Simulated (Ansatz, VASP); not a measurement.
## LuHf4O in VASP and in Ansatz

```
CELL_PARAMETERS angstrom
7.05080 0.00000 0.00000
-3.52540 6.10618 0.00000
0.00000 0.00000 3.16453
ATOMIC_POSITIONS crystal
Lu 0.00000 0.00000 0.00000
Hf 0.33333 0.66667 0.00000
Hf 0.52550 0.47450 0.50000
Hf 0.52550 0.05100 0.50000
Hf 0.94900 0.47450 0.50000
O 0.66667 0.33333 0.00000
```

Change from the starting cell: species swapped into the CePdPt4 type (P-6m2, No. 187).

Alike in both runs: functional PBE; k mesh 6 × 6 × 12; occupations gaussian, width 0.1 eV; no spin polarisation.

Ansatz relaxed the structure, and its values are those at the end. VASP's run is a single point on that final structure, the one shown.

|  | VASP | Ansatz |
| --- | --- | --- |
| version | VASP 6.6.1 | Ansatz 0.2.0 |
| potentials or method | VASP PAW PBE potentials, release 64 (Lu, Hf_pv, O), cutoff 520 eV | scalar-relativistic, plane waves, PAW |
| valence electrons in the cell | 71 | 135 |

```csv
,VASP,Ansatz,Ansatz less VASP
gap on the k mesh at the Fermi level (eV),none,none,-
pressure (GPa),-0.5,0.0,+0.50
rms of the force components (eV/Å),0.034,0.000,-0.0340
```

A gap of «none» marks a metal or a gap that the smearing closes. With one functional, cell and mesh, what is left measures potentials, basis and numerics. VASP's potentials hold 71 valence electrons a cell and Ansatz's 135, so a difference there can come from the potentials and not from the codes.

Spin-orbit coupling is off throughout.
